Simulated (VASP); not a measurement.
Write the native input for VASP 6.6.1 that does the following.

```
Task                   : single point
Functional             : PBE
Potentials or basis    : VASP PAW PBE potentials, release 64 (Si, Ti_sv)
Cutoff                 : 520 eV
k mesh                 : 2 × 2 × 2
Occupations            : fermi-dirac, width 0.02 eV
Spin                   : no spin polarisation
Dipole correction      : no
Further INCAR settings : LREAL = Auto; ALGO = Normal; EDIFF = 1e-06; NBANDS = 52
```

The structure of TiSi16 (a cell with a defect) lies in POSCAR:

```
TiSi16
1.0
    0.0000000000      5.4300000000      5.4300000000
    5.4300000000      0.0000000000      5.4300000000
    5.4300000000      5.4300000000      0.0000000000
Si Ti
16 1
Direct
   -0.0173296501      0.0000368324      0.0078084715
    0.1060405157      0.1478268877      0.1418600368
   -0.0294290976     -0.0161141805      0.5439594843
    0.1261049724      0.1237108656      0.6140607735
   -0.0142909761      0.5351565378     -0.0157458564
    0.1236740331      0.6335082873      0.1108747698
    0.0086187845      0.5106813996      0.5074401473
    0.1244290976      0.6022559853      0.6387937385
    0.4886832413     -0.0179834254      0.0579097606
    0.6398802947      0.1617403315      0.1165469613
    0.4893186004     -0.0082688766      0.4797053407
    0.5904051565      0.0700368324      0.6737200737
    0.4980939227      0.5661418048     -0.0605248619
    0.6322559853      0.6227716390      0.1175598527
    0.5072099448      0.4628637201      0.5086832413
    0.6549539595      0.6116758748      0.6042357274
    0.4181215470      0.3723388582      0.8472928177
```

These files were run (other wordings do the same):

INCAR

```
ALGO = Normal ; EDIFF = 1E-6
ENCUT = 520 ; GGA = PE
ISIF = 2 ; ISMEAR = -1
LASPH = True ; LCHARG = False
LREAL = Auto ; LWAVE = False
NBANDS = 52 ; NELM = 100
PREC = Accurate ; SIGMA = 0.02
```

KPOINTS

```
k-points
0
Gamma
  2 2 2
```

Potentials or basis: VASP PAW PBE potentials, release 64 (Si, Ti_sv).

Run with:

```sh
$ cat potpaw_PBE.64/Si/POTCAR potpaw_PBE.64/Ti_sv/POTCAR > POTCAR
$ mpirun -np 1 vasp_std > vasp.out
```

It gave:

```json
{
 "Pressure": "5.7 GPa",
 "Largest force": "4.425 eV/Å",
 "Band gap on the k mesh": "zero (band 38 reaches 6.86 eV, above the bottom of band 39 at 6.69 eV)"
}
```

Caveat: the k points lie up to 0.50 Å⁻¹ apart.

Wall time 110 s on 1 thread of Intel(R) Xeon(R) 6975P-C (Granite Rapids), with other jobs on the host, peak memory 0.5 GiB.
